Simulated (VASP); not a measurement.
Crystal: LiSi2N2.

```
CELL_PARAMETERS angstrom
-1.85881 1.85881 4.31312
1.85881 -1.85881 4.31312
1.85881 1.85881 -4.31312
ATOMIC_POSITIONS crystal
Li 0.00000 0.00000 0.00000
Si 0.36300 0.36300 0.00000
Si 0.63700 0.63700 0.00000
N 0.75000 0.25000 0.50000
N 0.25000 0.75000 0.50000
```

| Property | Result |
| --- | --- |
| Program | VASP 6.6.1 |
| Task | relaxation of cell and atoms |
| Functional | PBE |
| Potentials or basis | VASP PAW PBE potentials, release 64 (Li_sv, Si, N) |
| Cutoff | 600 eV |
| k mesh | 6 × 6 × 6 |
| Occupations | gaussian, width 0.1 eV |
| Spin | no spin polarisation |

At the start: pressure -19.3 GPa; volume 11.92 Å³/atom.

**Question.** Where does the relaxation end?

**Answer.** Over 9 steps the energy falls by 369.6 meV/atom and the volume is 10.00 Å³/atom (-16.2 %); space group I4/mmm (No. 139, to 0.05 Å).

Step by step:
```
step  energy change (eV)  largest force (eV/Å)  pressure (GPa)  volume (Å³)
   1              0.0000                3.8905          -19.33        59.61
   2             -1.6621                0.1964           10.14        48.00
   3             -1.6737                0.6263            6.66        48.75
   4             -1.8121                0.9770           -0.60        50.21
   5             -1.8364                0.5061            1.23        49.84
   6             -1.8365                0.4795            1.33        49.82
   7             -1.8450                0.2008           -1.43        50.38
   8             -1.8470                0.0101           -0.64        50.21
   9             -1.8480                0.0151           -0.10        49.98
```

Final structure:
```
Li Si N
1.0
    -1.81602    1.81602    3.78894
     1.81602   -1.81602    3.78894
     1.81602    1.81602   -3.78894
Li Si N
1 2 2
Direct
  0.00000 0.00000 0.00000
  0.34021 0.34021 0.00000
  0.65979 0.65979 0.00000
  0.75000 0.25000 0.50000
  0.25000 0.75000 0.50000
```

Caveat: the k points lie up to 0.41 Å⁻¹ apart in the final cell; the cutoff is under 1.25 times the usual one of these potentials, so pressure, stress and relaxed cells hold a basis-set (Pulay) error; the volume moved by over 15 % at a fixed basis, so the end points are rough.
